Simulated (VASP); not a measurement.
Here is a VASP 6.6.1 calculation.

File POSCAR:

```
Zr3Si
1.0
    6.0983314765      0.0000000000      0.0000000000
   -3.0491657383      5.2813099794      0.0000000000
    0.0000000000      0.0000000000      4.9470163384
Zr Si
6 2
Direct
    0.3452321763      0.1726160882      0.7500000000
    0.8273839118      0.1726160882      0.7500000000
    0.8273839118      0.6547678237      0.7500000000
    0.6547678237      0.8273839118      0.2500000000
    0.1726160882      0.8273839118      0.2500000000
    0.1726160882      0.3452321763      0.2500000000
    0.6666666667      0.3333333333      0.2500000000
    0.3333333333      0.6666666667      0.7500000000
```

File INCAR.step1:

```
ALGO = Normal
EDIFF = 1E-4
ENCUT = 520
GGA = PE
ISMEAR = 0
LASPH = True
LCHARG = False
LREAL = False
LWAVE = True
NBANDS = 50
NELM = 80
PREC = Accurate
SIGMA = 0.1
```

The input INCAR.step2:

```
ALGO = Normal
EDIFF = 1E-6
ENCUT = 520
ISIF = 2
ISMEAR = 0
ISTART = 1
LASPH = True
LCHARG = False
LMIXTAU = True
LREAL = False
LWAVE = False
METAGGA = R2SCAN
NBANDS = 50
NELM = 80
PREC = Accurate
SIGMA = 0.1
```

The input KPOINTS:

```
k-points
0
Gamma
  6 6 8
```

Potentials or basis: VASP PAW PBE potentials, release 64 (Zr_sv, Si).

The run is started by

```bash
$ cat potpaw_PBE.64/Zr_sv/POTCAR potpaw_PBE.64/Si/POTCAR > POTCAR
$ cp INCAR.step1 INCAR
$ mpirun -np 1 vasp_std > vasp.out
$ cp INCAR.step2 INCAR
$ mpirun -np 1 vasp_std > vasp.out
```

(1) Estimate the band gap on the k mesh.

(2) What does it give for the largest force?

(3) Predict the pressure.

## Answers

(1) zero (bands 40 and 41 overlap by 0.55 eV).

(2) 0.011 eV/Å.

(3) 0.0 GPa.

Caveat: the PAW data sets were made with another functional, which shifts forces and pressure a little.
